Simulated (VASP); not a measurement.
# HC20 in VASP: further runs, part 2 of 2

VASP 6.6.1. The steps go on from the part before.

**4. Single point, PBE**

File INCAR:

```
SYSTEM = HC20
  PREC = Accurate
  ENCUT = 520
  EDIFF = 1E-6
  ISMEAR = 0
  SIGMA = 0.1
  LREAL = Auto
  LASPH = .TRUE.
  NELM = 60
  ALGO = Normal
  ISIF = 2
  LWAVE = .FALSE.
  LCHARG = .TRUE.
  LDIPOL = .TRUE.
  IDIPOL = 3
  DIPOL = 0.5 0.5 0.320
  GGA = PE
  LELF = .TRUE.
  LVHAR = .TRUE.
  LVACPOTAV = .TRUE.
  NBANDS = 56
```

File KPOINTS:

```
regular mesh
0
G
  4 3 1
  0 0 0
```

File POSCAR:

```
HC20
1.0
    8.5436715405      0.0000000000      0.0000000000
   -2.1359178851      8.6110540208      0.0000000000
    0.0000000000      0.0000000000     20.2788032239
C H
20 1
Direct
    0.0782061927      0.9794914374      0.1972502990
    0.5782061927      0.9794914374      0.1972502990
    0.4115395260      0.9794914374      0.1972502990
    0.9115395260      0.9794914374      0.1972502990
    0.3230790521      0.9589828748      0.2574344206
    0.8230790520      0.9589828748      0.2574344206
    0.1564123854      0.9589828748      0.2574344206
    0.6564123854      0.9589828748      0.2574344206
    0.0669022322      0.9383832545      0.3175270258
    0.5669022322      0.9383832545      0.3175270258
    0.4022890672      0.9383830569      0.3175270292
    0.9022890672      0.9383830569      0.3175270292
    0.3111132839      0.9176696404      0.3778998177
    0.8111132839      0.9176696404      0.3778998177
    0.1477212297      0.9176696493      0.3778997293
    0.6477212297      0.9176696493      0.3778997293
    0.0473700365      0.8987970040      0.4329048735
    0.5473700365      0.8987970040      0.4329048735
    0.4020265048      0.8987962851      0.4329053903
    0.9020265048      0.8987962851      0.4329053903
    0.2973700365      1.1487970040      0.3889905915
```

Potentials or basis: VASP PAW PBE potentials, release 64 (C, H).

Launch:

```
cat potpaw_PBE.64/C/POTCAR potpaw_PBE.64/H/POTCAR > POTCAR
mpirun -np 1 vasp_std > vasp.out
```

OUTCAR:

```text
SYSTEM = HC20
   PREC = Accurate
   ENCUT = 520
   EDIFF = 1E-6
   ISMEAR = 0
   LREAL = Auto
   LASPH = .TRUE.
   NELM = 60
   ISIF = 2
   GGA = PE

 ion  position               nearest neighbor table
   1  0.078  0.979  0.197-   4 1.42   7 1.42
   2  0.578  0.979  0.197-   3 1.42   8 1.42
   3  0.412  0.979  0.197-   2 1.42   5 1.42
   4  0.912  0.979  0.197-   1 1.42   6 1.42
   5  0.323  0.959  0.257-   7 1.42   3 1.42  11 1.43
   6  0.823  0.959  0.257-   8 1.42   4 1.42  12 1.43
   7  0.156  0.959  0.257-   5 1.42   1 1.42   9 1.43
   8  0.656  0.959  0.257-   6 1.42   2 1.42  10 1.43
   9  0.067  0.938  0.318-  12 1.41   7 1.43  15 1.44
  10  0.567  0.938  0.318-  11 1.41   8 1.43  16 1.44
  11  0.402  0.938  0.318-  10 1.41   5 1.43  13 1.44
  12  0.902  0.938  0.318-   9 1.41   6 1.43  14 1.44
  13  0.311  0.918  0.378-  19 1.39  15 1.40  11 1.44
  14  0.811  0.918  0.378-  20 1.39  16 1.40  12 1.44
  15  0.148  0.918  0.378-  17 1.39  13 1.40   9 1.44
  16  0.648  0.918  0.378-  18 1.39  14 1.40  10 1.44
  17  0.047  0.899  0.433-  20 1.24  15 1.39
  18  0.547  0.899  0.433-  19 1.24  16 1.39
  19  0.402  0.899  0.433-  18 1.24  13 1.39
  20  0.902  0.899  0.433-  17 1.24  14 1.39
  21  0.297  0.149  0.389-

  LATTYP: Found a simple monoclinic cell.
 ALAT       =     8.5436715405
 B/A-ratio  =     2.3735466805
 C/A-ratio  =     1.0384295166
 COS(beta)  =    -0.2407481644

  Lattice vectors:

 A1 = (   8.5436715405,   0.0000000000,   0.0000000000)
 A2 = (   0.0000000000,   0.0000000000, -20.2788032239)
 A3 = (  -2.1359178851,   8.6110540208,   0.0000000000)

Analysis of symmetry for initial positions (statically):
=====================================================================
 Subroutine PRICEL returns:
 Original cell was already a primitive cell.
[... 166 lines left out ...]
   LORBIT       =      0    0 simple, 1 ext, 2 COOP (PROOUT), +10 PAW based schemes
   GGA     = PE    functional components
   LHFCALC =     F    Hartree Fock is set to
   AEXX    =    0.0000 exact exchange contribution
   IVDW    =     0    specifies the selected vdW correction
   LEPSILON=     F    determine dielectric tensor
   LRPA    =     F    only Hartree local field effects (RPA)
 non-spin polarized calculation
 Gauss-broadening in eV      SIGMA  =   0.10
  energy-cutoff  :      520.00
  volume of cell :     1491.91
 maximum number of plane-waves:     40207
   NGX = 31   NGY = 33   NGZ = 75

 dipolmoment           0.000000      0.000000      0.110224 electrons x Angstroem

 number of electron      80.9999999 magnetization

 dipolmoment           0.000000      0.000000     -0.288784 electrons x Angstroem

 Free energy of the ion-electron system (eV)
  ---------------------------------------------------
  ext. energy  EPLUGINS =         0.00000000
  ---------------------------------------------------
  free energy    TOTEN  =      -165.77392064 eV

  energy without entropy =     -165.72761029  energy(sigma->0) =     -165.75076546

 E-fermi :  -4.4895     XC(G=0):  -2.0562

 val. band max:       -4.6885175508   @ k =   0.0000   0.0000   0.0000
 cond. band min:      -4.4752518768   @ k =   0.5000   0.0000   0.0000
 fundamental gap:      0.2132656740
 Fermi energy:        -4.4895255715

 k-point     1 :       0.0000    0.0000    0.0000
  band No.  band energies     occupation
      1     -23.1928      2.00000
      2     -21.8645      2.00000
      3     -21.6592      2.00000
      4     -21.3215      2.00000
      5     -20.1188      2.00000
      6     -19.7698      2.00000
[... 374 lines left out ...]
     51       0.3216      0.00000
     52       0.8005      0.00000
 [bands above 52 left out]

------------------------ aborting loop because EDIFF is reached ----------------------------------------

  FORCE on cell =-STRESS in cart. coord.  units (eV):
  Direction    XX          YY          ZZ          XY          YZ          ZX
  --------------------------------------------------------------------------------------
  -------------------------------------------------------------------------------------
  Total       -1.9275654     -1.5052198     -2.8833595      0.0247320      0.3764335     -0.1603169
  in kB       -2.0700294     -1.6164688     -3.0964652      0.0265599      0.4042553     -0.1721657
  external PRESSURE =      -2.2609878 kB  Pullay stress =       0.0000000 kB

 VOLUME and BASIS-vectors are now :
 -----------------------------------------------------------------------------
  energy-cutoff  :      520.00
  volume of cell :     1491.91
      direct lattice vectors                 reciprocal lattice vectors
     8.543671541  0.000000000  0.000000000     0.117045698  0.029032451  0.000000000
    -2.135917885  8.611054021  0.000000000     0.000000000  0.116129802  0.000000000
     0.000000000  0.000000000 20.278803224     0.000000000  0.000000000  0.049312575

 POSITION                                       TOTAL-FORCE (eV/Angst)
 -----------------------------------------------------------------------------------
     -1.42395      8.43445      4.00000        -6.515376     -0.139094      1.030065
      2.84789      8.43445      4.00000        -6.587358     -0.119721      0.990805
      1.42395      8.43445      4.00000         6.562280     -0.137121      1.008584
      5.69578      8.43445      4.00000         6.567052     -0.122189      0.989755
      0.71197      8.25785      5.22046        -0.209149      0.061009     -0.969693
      4.98381      8.25785      5.22046        -0.364231      0.129976     -0.996413
[... 13 lines left out ...]
      5.78686      7.73958      8.77880         0.241302     -0.061875      0.196470
      2.22281      1.28130      7.88826         0.001811     -0.651391     -0.004491
 -----------------------------------------------------------------------------------
    total drift:                               -0.035651     -0.003400     -0.017421

  FREE ENERGIE OF THE ION-ELECTRON SYSTEM (eV)
  ---------------------------------------------------
  free  energy   TOTEN  =      -165.7739206351 eV

  energy  without entropy=     -165.7276102944  energy(sigma->0) =     -165.75076546

 vacuum level on the upper side and lower side of the slab         0.907         1.618
```

stdout:

```text
POSCAR found type information on POSCAR C H
 POSCAR found :  2 types and      21 ions
 scaLAPACK will be used
 LDA part: xc-table for (Slater+PW92), standard interpolation
 POSCAR, INCAR and KPOINTS ok, starting setup
 FFT: planning ... GRIDC
 FFT: planning ... GRID_SOFT
 FFT: planning ... GRID
 WAVECAR not read
 entering main loop
 -----------------------------------------------------------------------------
|                                                                             |
|           W    W    AA    RRRRR   N    N  II  N    N   GGGG   !!!           |
|           W    W   A  A   R    R  NN   N  II  NN   N  G    G  !!!           |
|           W    W  A    A  R    R  N N  N  II  N N  N  G       !!!           |
|           W WW W  AAAAAA  RRRRR   N  N N  II  N  N N  G  GGG   !            |
|           WW  WW  A    A  R   R   N   NN  II  N   NN  G    G                |
|           W    W  A    A  R    R  N    N  II  N    N   GGGG   !!!           |
|                                                                             |
|     Did not find any points to average over, which means that no vacuum     |
|     field-free region was found. Please increase the size of  your cell     |
|     in the dimension of the dipole correction to obtain accurate            |
|     workfunction values.                                                    |
|                                                                             |
 -----------------------------------------------------------------------------
```

Run time: 23 min. Hardware: 1 thread of Intel Xeon Platinum 8259CL at 2.50GHz (Skylake/Cascade Lake), shared host; peak memory 1.4 GiB.

What came out:

```yaml
Free_energy: -165.7739 eV
Largest_force: 6.663 eV/Å
Band_gap_on_the_k_mesh: zero (an odd number of electrons rules out a gap without spin polarisation)
```

Forces on the atoms (eV/Å):
```
C   -6.515 -0.139  1.030
C   -6.587 -0.120  0.991
C    6.562 -0.137  1.009
C    6.567 -0.122  0.990
C   -0.209  0.061 -0.970
C   -0.364  0.130 -0.996
C    0.246  0.092 -1.053
C    0.386  0.137 -1.044
C   -0.165 -0.156 -0.253
C   -0.121 -0.013 -0.048
C    0.227 -0.189 -0.444
C    0.088 -0.010 -0.078
C    0.643  1.047  0.141
C   -0.596  0.047 -0.125
C   -0.815  0.696  0.091
C    0.608  0.057 -0.153
C   -0.148 -0.262  0.199
C   -0.353 -0.072  0.220
C    0.302 -0.332  0.304
C    0.241 -0.062  0.196
H    0.002 -0.651 -0.004
```

Caveat: an odd number of electrons without spin polarisation forces a metal; a magnetic or distorted state may lie lower.

**5. Summary**

| cell | gap on the mesh (eV) | largest force (eV/Å) |
| --- | --- | --- |
| as given, atomic positions A | none | 6.99 |
| as given, atomic positions B | none | 7.04 |
| as given, atomic positions C | none | 6.66 |

Alike in all rows: task single point; level PBE; potentials or basis VASP PAW PBE potentials, release 64 (C, H); no spin polarisation; k mesh 4 × 3 × 1; cutoff (eV) 520; smearing gaussian 0.1 eV.

Caveats: an odd number of electrons without spin polarisation forces a metal; a magnetic or distorted state may lie lower.

Absolute energies hang on the potentials; compare differences alone.

The gap in the log of VASP goes by the Fermi energy; the results here count the filled bands.